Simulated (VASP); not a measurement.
Runs of VASP 6.6.1 on Si. The structure is that of space group Fd-3m (No. 227), or close to it. The cells are those of the table. 

```tsv
task	cell	k mesh for the DOS	occupations for the DOS	gap on the mesh (eV)	pressure (GPa)
single point	a = 3.868 Å, angles 60.0°, 2 atoms	-	-	(c)	-0.1
single point	a = 3.401 Å, angles 60.0°, 2 atoms	-	-	(b)	(a)
single point	a = 3.560 Å, angles 60.0°, 2 atoms	-	-	0.08	36.8
single point	a = 3.706 Å, angles 60.0°, 2 atoms	-	-	0.36	14.8
```

Alike in all rows: level PBE; potentials or basis VASP PAW PBE potentials, release 64 (Si); no spin polarisation; k mesh 12 × 12 × 12; cutoff (eV) 520; smearing fermi-dirac 0.08 eV.

**Question.** Estimate the missing entries.

**Answer.** (a) 74.4; (b) none; (c) 0.61.

A k mesh can miss the band edges.
